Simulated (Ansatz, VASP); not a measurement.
TiN: VASP beside Ansatz

```xyz
2
Lattice="0.0000 2.1019 2.1019 2.1019 0.0000 2.1019 2.1019 2.1019 0.0000" Properties=species:S:1:pos:R:3 pbc="T T T"
Ti    0.0000    0.0000    0.0000
N     2.1019    2.1019    2.1019
```

Alike in both runs: task single point; functional PBEsol; k mesh 20 × 20 × 20; occupations gaussian, width 0.15 eV; no spin polarisation.

|  | VASP | Ansatz |
| --- | --- | --- |
| version | VASP 6.6.1 | Ansatz 0.2.0 |
| potentials or method | VASP PAW PBE potentials, release 64 (Ti_sv, N), cutoff 520 eV | scalar-relativistic, plane waves, PAW |
| valence electrons in the cell | 17 | 17 |

|  | VASP | Ansatz | Ansatz less VASP |
| --- | --- | --- | --- |
| gap on the k mesh at the Fermi level (eV) | none | none | - |
| pressure (GPa) | 0.5 | 0.0 | -0.50 |

VASP's potentials were made for PBE, not for PBEsol, and Ansatz warns of the same on its side. A gap of «none» marks a metal or a gap that the smearing closes. The functional is the same, so the differences come from potentials, cutoffs and numerics.
